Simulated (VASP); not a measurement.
# Mo16H (a cell with a defect) in VASP: single point with PBE

Aim: the single point of Mo16H (a cell with a defect) with PBE.

Program: VASP 6.6.1. These are calculated values, not measurements. Logs are shortened: lines on timing, memory, paths and dates and some standing lists are left out, and cuts for length are marked.

## 1. The cell of the first run

The cell holds a defect, 17 atoms: a = 6.300 Å, b = 6.300 Å, c = 6.300 Å, α = 90.00°, β = 90.00°, γ = 90.00°.

## 2. Single point, PBE

Contents of INCAR:

```
PREC = Accurate
ENCUT = 520
EDIFF = 1E-7
ISMEAR = -1
SIGMA = 0.05
LREAL = Auto
LASPH = T
NELM = 60
ALGO = Normal
ISIF = 2
LWAVE = F
LCHARG = F
GGA = PE
NBANDS = 126
```

Contents of KPOINTS:

```
regular mesh
0
Gamma
  3 3 3
```

Contents of POSCAR:

```
Mo16H
1.0
    6.3000000000      0.0000000000      0.0000000000
    0.0000000000      6.3000000000      0.0000000000
    0.0000000000      0.0000000000      6.3000000000
Mo H
16 1
Direct
   -0.0150000000     -0.0025555556     -0.0022698413
    0.5054126984     -0.0200952381      0.0108571429
    0.0007936508      0.4994285714      0.0110158730
    0.0014920635     -0.0076825397      0.5005079365
    0.2517142857      0.2614761905      0.2477142857
    0.5021587302      0.5035396825      0.0021428571
    0.5056349206     -0.0079841270      0.5152857143
    0.7688888889      0.2496349206      0.2369682540
   -0.0099206349      0.4829523810      0.5134603175
    0.2481269841      0.7558095238      0.2516984127
    0.2312063492      0.2533333333      0.7186349206
    0.4736031746      0.4900476190      0.4899682540
    0.7649523810      0.7498888889      0.2445555556
    0.7555555556      0.2494444444      0.7649523810
    0.2627301587      0.7375079365      0.7675238095
    0.7600317460      0.7455714286      0.7348888889
    0.2878412698     -0.0074285714      0.7396031746
```

Potentials or basis: VASP PAW PBE potentials, release 64 (Mo_sv, H).

Launch:

```sh
$ cat potpaw_PBE.64/Mo_sv/POTCAR potpaw_PBE.64/H/POTCAR > POTCAR
$ mpirun -np 1 vasp_std > vasp.out
```

OUTCAR:

```text
PREC = Accurate
   ENCUT = 520
   EDIFF = 1E-7
   ISMEAR = -1
   LREAL = Auto
   LASPH = T
   NELM = 60
   ISIF = 2
   GGA = PE

 ion  position               nearest neighbor table
   1  0.985  0.997  0.998-   8 2.58  14 2.60  13 2.60  16 2.70  10 2.76  15 2.80   5 2.84  11 2.85
                             2 3.02   4 3.13   3 3.14   3 3.17   4 3.17   2 3.28
   2  0.505  0.980  0.011-  10 2.63  13 2.63  15 2.65   8 2.77  14 2.79  16 2.79   5 2.82   6 3.00
                             1 3.02  11 3.06   7 3.12   7 3.18   1 3.28   6 3.30
   3  0.001  0.499  0.011-   8 2.58  13 2.62   5 2.64  14 2.70  15 2.71  10 2.71  16 2.78  11 2.81
                             9 3.14   1 3.14   6 3.14   6 3.16   1 3.17   9 3.17
   4  0.001  0.992  0.501-  11 2.59  16 2.63  10 2.66  13 2.67   8 2.74  14 2.79   5 2.81  15 2.85
                             9 3.09   7 3.13   1 3.13   1 3.17   7 3.18   9 3.21
   5  0.252  0.261  0.248-  12 2.52   3 2.64   6 2.68   9 2.73   4 2.81   2 2.82   1 2.84   7 2.88
                            11 2.97   8 3.04  10 3.11  10 3.19   8 3.26  11 3.34
   6  0.502  0.504  0.002-  15 2.58   5 2.68  14 2.71  13 2.74  10 2.75   8 2.75  16 2.79  11 2.93
                             2 3.00  12 3.08   3 3.14   3 3.16  12 3.23   2 3.30
   7  0.506  0.992  0.515-  17 1.97  16 2.63  11 2.71  15 2.73  14 2.75  10 2.76  13 2.81   5 2.88
                             8 2.91   2 3.12   4 3.13  12 3.15  12 3.17   4 3.18   2 3.18
   8  0.769  0.250  0.237-   3 2.58   1 2.58   9 2.67   4 2.74   6 2.75   2 2.77  12 2.88   7 2.91
                            14 2.97   5 3.04  13 3.15  13 3.15   5 3.26  14 3.33
   9  0.990  0.483  0.513-  11 2.46  16 2.60  14 2.62   8 2.67   5 2.73  13 2.78  15 2.84  10 2.88
                            12 3.05   4 3.09   3 3.14   3 3.17   4 3.21  12 3.26
  10  0.248  0.756  0.252-   2 2.63  12 2.66   4 2.66   3 2.71   6 2.75   7 2.76   1 2.76   9 2.88
                            13 3.04  15 3.05   5 3.11   5 3.19  15 3.25  13 3.26
  11  0.231  0.253  0.719-  17 1.69   9 2.46  12 2.58   4 2.59   7 2.71   3 2.81   1 2.85   6 2.93
                             5 2.97  14 3.01   2 3.06  15 3.07  15 3.27  14 3.32   5 3.34
  12  0.474  0.490  0.490-   5 2.52  11 2.58  10 2.66  15 2.69  16 2.87   8 2.88  13 2.91  14 2.91
                             9 3.05   6 3.08   7 3.15   7 3.17   6 3.23   9 3.26
  13  0.765  0.750  0.245-   1 2.60   3 2.62   2 2.63   4 2.67   6 2.74   9 2.78   7 2.81  12 2.91
                            10 3.04  16 3.09   8 3.15   8 3.15  16 3.21  10 3.26
  14  0.756  0.249  0.765-   1 2.60   9 2.62   3 2.70   6 2.71   7 2.75   2 2.79   4 2.79  12 2.91
                             8 2.97  11 3.01  16 3.13  16 3.18  11 3.32   8 3.33
  15  0.263  0.738  0.768-  17 1.62   6 2.58   2 2.65  12 2.69   3 2.71   7 2.73   1 2.80   9 2.84
                             4 2.85  10 3.05  11 3.07  16 3.14  16 3.17  10 3.25  11 3.27
  16  0.760  0.746  0.735-   9 2.60   7 2.63   4 2.63   1 2.70   3 2.78   2 2.79   6 2.79  12 2.87
                            13 3.09  14 3.13  15 3.14  15 3.17  14 3.18  13 3.21
  17  0.288  0.993  0.740-  15 1.62  11 1.69   7 1.97

  LATTYP: Found a simple cubic cell.
 ALAT       =     6.3000000000

  Lattice vectors:

 A1 = (   6.3000000000,   0.0000000000,   0.0000000000)
 A2 = (   0.0000000000,   6.3000000000,   0.0000000000)
 A3 = (   0.0000000000,   0.0000000000,   6.3000000000)

Analysis of symmetry for initial positions (statically):
=====================================================================
 Subroutine PRICEL returns:
 Original cell was already a primitive cell.

 Routine SETGRP: Setting up the symmetry group for a
 simple cubic supercell.

 Subroutine GETGRP returns: Found  1 space group operations
 (whereof  1 operations were pure point group operations)
 out of a pool of 48 trial point group operations.

The static configuration has the point symmetry C_1 .

Analysis of symmetry for dynamics (positions and initial velocities):
=====================================================================
 Subroutine PRICEL returns:
 Original cell was already a primitive cell.

 Routine SETGRP: Setting up the symmetry group for a
 simple cubic supercell.

 Subroutine GETGRP returns: Found  1 space group operations
 (whereof  1 operations were pure point group operations)
 out of a pool of 48 trial point group operations.

The dynamic configuration has the point symmetry C_1 .

 Subroutine INISYM returns: Found  1 space group operations
 (whereof  1 operations are pure point group operations),
 and found     1 'primitive' translations

----------------------------------------------------------------------------------------

                                     Primitive cell

  volume of cell :     250.0470

  direct lattice vectors                    reciprocal lattice vectors
     6.300000000  0.000000000  0.000000000     0.158730159  0.000000000  0.000000000
     0.000000000  6.300000000  0.000000000     0.000000000  0.158730159  0.000000000
[... 66 lines left out ...]
 ===========================================

 Found     14 irreducible k-points:

 Following reciprocal coordinates:
            Coordinates               Weight
  0.000000  0.000000  0.000000      1.000000
  0.333333  0.000000  0.000000      2.000000
  0.000000  0.333333  0.000000      2.000000
  0.000000  0.000000  0.333333      2.000000
  0.333333  0.333333  0.000000      2.000000
  0.000000  0.333333  0.333333      2.000000
  0.333333  0.000000  0.333333      2.000000
 -0.333333  0.333333  0.000000      2.000000
 -0.333333  0.000000  0.333333      2.000000
  0.000000 -0.333333  0.333333      2.000000
  0.333333  0.333333  0.333333      2.000000
 -0.333333  0.333333  0.333333      2.000000
 -0.333333 -0.333333  0.333333      2.000000
  0.333333 -0.333333  0.333333      2.000000
   k-points           NKPTS =     14   k-points in BZ     NKDIM =     14   number of bands    NBANDS=    126
   number of dos      NEDOS =    301   number of ions     NIONS =     17
   total plane-waves  NPLWV = 110592
   dimension x,y,z NGX =    48 NGY =   48 NGZ =   48
   dimension x,y,z NGXF=    96 NGYF=   96 NGZF=   96
   ions per type =              16   1
   NGX,Y,Z   is equivalent  to a cutoff of  12.67, 12.67, 12.67 a.u.
   NGXF,Y,Z  is equivalent  to a cutoff of  25.33, 25.33, 25.33 a.u.
 SYSTEM =  unknown system
   PREC   = accura    normal or accurate (medium, high low for compatibility)
   ISTART =      0    job   : 0-new  1-cont  2-samecut
   ICHARG =      2    charge: 1-file 2-atom 10-const
   ISPIN  =      1    spin polarized calculation?
   LNONCOLLINEAR =      F non collinear calculations
   LSORBIT =      F    spin-orbit coupling
   LASPH  =      T    aspherical Exc in radial PAW
   ENCUT  =  520.0 eV  38.22 Ry    6.18 a.u.  11.71 11.71 11.71*2*pi/ulx,y,z
   NELM   =     60;   NELMIN=  2; NELMDL= -5     # of ELM steps
   EDIFF  = 0.1E-06   stopping-criterion for ELM
   LREAL  =      T    real-space projection
   EDIFFG = 0.1E-05   stopping-criterion for IOM
   NSW    =      0    number of steps for IOM
   IBRION =     -1    ionic relax: 0-MD 1-quasi-New 2-CG
   NFREE  =      0    steps in history (QN), initial steepest desc. (CG)
   ISIF   =      2    stress and relaxation
   ISYM   =      2    0-nonsym 1-usesym 2-fastsym
   POTIM  = 0.5000    time-step for ionic-motion
   TEBEG  =    0.0;   TEEND  =   0.0 temperature during run
   PSTRESS=    0.0 pullay stress
   NELECT =     225.0000    total number of electrons
   NUPDOWN=      -1.0000    fix difference up-down
   EMIN   =  10.00;   EMAX   =-10.00  energy-range for DOS
   EFERMI =   0.00;   METHOD = LEGACY
   ISMEAR =    -1;   SIGMA  =   0.05  broadening in eV -4-tet -1-fermi 0-gaus
   EFERMI_NEDOS =   21; number of points for ismear=-14 and -15
   IALGO  =     38    algorithm
   IMIX   =      4    mixing-type and parameters
     AMIX     =   0.40;   BMIX     =  1.00
     AMIX_MAG =   1.60;   BMIX_MAG =  1.00
  volume/ion in A,a.u.               =      14.71        99.26
  Fermi-wavevector in a.u.,A,eV,Ry     =   1.580502  2.986716 33.987182  2.497987
  Thomas-Fermi vector in A             =   2.680720
   LORBIT       =      0    0 simple, 1 ext, 2 COOP (PROOUT), +10 PAW based schemes
   GGA     = PE    functional components
   LHFCALC =     F    Hartree Fock is set to
   AEXX    =    0.0000 exact exchange contribution
   IVDW    =     0    specifies the selected vdW correction
   LEPSILON=     F    determine dielectric tensor
   LRPA    =     F    only Hartree local field effects (RPA)
 non-spin polarized calculation
  energy-cutoff  :      520.00
  volume of cell :      250.05
 maximum number of plane-waves:      6763
   NGX = 23   NGY = 23   NGZ = 23

 number of electron     225.0000001 magnetization

 Free energy of the ion-electron system (eV)
  ---------------------------------------------------
  ext. energy  EPLUGINS =         0.00000000
  ---------------------------------------------------
  free energy    TOTEN  =      -175.95272291 eV

  energy without entropy =     -175.87392977  energy(sigma->0) =     -175.91332634

 E-fermi :  12.6486     XC(G=0): -13.4051

 val. band max:       12.6225899919   @ k =   0.3333   0.0000   0.0000
 cond. band min:      12.6487809762   @ k =  -0.3333   0.0000   0.3333
 fundamental gap:      0.0261909843
 Fermi energy:        12.6486155912

 k-point     1 :       0.0000    0.0000    0.0000
  band No.  band energies     occupation
      1     -48.6096      2.00000
      2     -48.4170      2.00000
      3     -48.4032      2.00000
      4     -48.3877      2.00000
      5     -48.3579      2.00000
      6     -48.3458      2.00000
[... 1767 lines left out ...]
    123      14.0272      0.00000
    124      14.1183      0.00000
 [bands above 124 left out]

------------------------ aborting loop because EDIFF is reached ----------------------------------------

  FORCE on cell =-STRESS in cart. coord.  units (eV):
  Direction    XX          YY          ZZ          XY          YZ          ZX
  --------------------------------------------------------------------------------------
  -------------------------------------------------------------------------------------
  Total       13.5737981     20.2585757     13.3925238     -0.8100418     -0.9257181     -0.1287214
  in kB       86.9741750    129.8069194     85.8126595     -5.1903466     -5.9315434     -0.8247832
  external PRESSURE =     100.8645846 kB  Pullay stress =       0.0000000 kB

 VOLUME and BASIS-vectors are now :
 -----------------------------------------------------------------------------
  energy-cutoff  :      520.00
  volume of cell :      250.05
      direct lattice vectors                 reciprocal lattice vectors
     6.300000000  0.000000000  0.000000000     0.158730159  0.000000000  0.000000000
     0.000000000  6.300000000  0.000000000     0.000000000  0.158730159  0.000000000
     0.000000000  0.000000000  6.300000000     0.000000000  0.000000000  0.158730159

 POSITION                                       TOTAL-FORCE (eV/Angst)
 -----------------------------------------------------------------------------------
      6.20550      6.28390      6.28570         1.715957     -0.160831      0.282246
      3.18410      6.17340      0.06840        -0.574384      1.636846      0.093029
      0.00500      3.14640      0.06940         0.216963     -0.094066     -0.513962
      0.00940      6.25160      3.15320        -0.399120     -0.236971     -0.625721
      1.58580      1.64730      1.56060         0.488502     -1.269309     -1.002488
      3.16360      3.17230      0.01350         0.071957     -1.211565     -0.158341
[... 9 lines left out ...]
      4.78820      4.69710      4.62980        -0.557951     -0.202539      0.922509
      1.81340      6.25320      4.65950         0.875012      0.856338     -0.076661
 -----------------------------------------------------------------------------------
    total drift:                               -0.000635      0.000360     -0.003104

  FREE ENERGIE OF THE ION-ELECTRON SYSTEM (eV)
  ---------------------------------------------------
  free  energy   TOTEN  =      -175.9527229120 eV

  energy  without entropy=     -175.8739297736  energy(sigma->0) =     -175.91332634
```

It took 23 min on 1 thread of Intel Xeon Platinum 8175M at 2.50GHz (Skylake/Cascade Lake), shared host; peak memory 0.49 GiB.

Results:

* Free energy: -175.9527 eV
* Pressure: 10.1 GPa
* Largest force: 3.524 eV/Å
* Band gap on the k mesh: zero (an odd number of electrons rules out a gap without spin polarisation)

Forces in eV/Å, atoms in the order of the input:
```
Mo   1.716 -0.161  0.282
Mo  -0.574  1.637  0.093
Mo   0.217 -0.094 -0.514
Mo  -0.399 -0.237 -0.626
Mo   0.489 -1.269 -1.002
Mo   0.072 -1.212 -0.158
Mo   0.166  0.161 -1.377
Mo  -1.827 -0.094  1.510
Mo  -0.265  1.502 -1.300
Mo   0.334 -0.276  0.316
Mo   1.279  1.604  2.866
Mo   2.209  0.415  0.472
Mo  -1.196 -0.235  0.604
Mo  -1.289 -0.090 -1.238
Mo  -1.247 -2.305 -0.773
Mo  -0.558 -0.203  0.923
H    0.875  0.856 -0.077
```

Stress tensor (GPa, compression positive):
```
 8.70 -0.52 -0.08
-0.52 12.98 -0.59
-0.08 -0.59  8.58
```

The gap in the log of VASP goes by the Fermi energy; the results here count the filled bands.